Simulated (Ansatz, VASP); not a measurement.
Zr2Ta3O2: VASP beside Ansatz

```
Zr Ta O
1.0
     4.84812    0.00000    0.00000
     0.00000    4.84812    0.00000
     0.00000    0.00000    5.02686
Zr Ta O
2 3 2
Direct
  0.50000 0.00000 0.00000
  0.00000 0.50000 0.00000
  0.50000 0.50000 0.50000
  0.50000 0.50000 0.00000
  0.00000 0.00000 0.50000
  0.50000 0.00000 0.50000
  0.00000 0.50000 0.50000
```

Alike in both runs: functional PBE; k mesh 4 × 4 × 3; occupations gaussian, width 0.2 eV; no spin polarisation.

Ansatz relaxed the structure, and its values are those at the end. VASP's run is a single point on that final structure, the one shown.

|  | VASP | Ansatz |
| --- | --- | --- |
| version | VASP 6.6.1 | Ansatz 0.2.0 |
| potentials or method | VASP PAW PBE potentials, release 64 (Zr_sv, Ta_pv, O), cutoff 600 eV | scalar-relativistic, plane waves, PAW |
| valence electrons in the cell | 69 | 75 |

Ansatz gave:

- gap on the k mesh at the Fermi level (eV): none
- pressure (GPa): 0.1

**Question.** Which values does VASP return?

**Answer.** gap on the k mesh at the Fermi level (eV): none; pressure (GPa): 0.4.

A gap of «none» marks a metal or a gap that the smearing closes. With one functional, cell and mesh, what is left measures potentials, basis and numerics. VASP's potentials hold 69 valence electrons a cell and Ansatz's 75, so a difference there can come from the potentials and not from the codes.

The k mesh is coarse, so the values compare programs but aren't converged. Neither program's run includes spin-orbit coupling.
